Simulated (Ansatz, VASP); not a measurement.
## One calculation of KCl, two programs

```
K Cl
1.0
     3.77122    0.00000    0.00000
     0.00000    3.77122    0.00000
     0.00000    0.00000    3.77122
K Cl
1 1
Direct
  0.00000 0.00000 0.00000
  0.50000 0.50000 0.50000
```

Alike in both runs: functional r2SCAN; k mesh 6 × 6 × 6; occupations gaussian, width 0.02 eV; no spin polarisation.

Ansatz relaxed the structure, and its values are those at the end. VASP's run is a single point on that final structure, the one shown.

|  | VASP | Ansatz |
| --- | --- | --- |
| version | VASP 6.6.1 | Ansatz 0.2.0 |
| potentials or method | VASP PAW PBE potentials, release 64 (K_sv, Cl), cutoff 520 eV | scalar-relativistic, plane waves, PAW |
| valence electrons in the cell | 16 | 16 |

```tsv
	VASP	Ansatz	Ansatz less VASP
gap on the k mesh at the Fermi level (eV)	5.81	5.80	-0.006
least direct gap on the mesh (eV)	6.02	6.02	-0.007
pressure (GPa)	0.0	0.0	+0.04
```

VASP's potentials were made for PBE, not for r2SCAN.
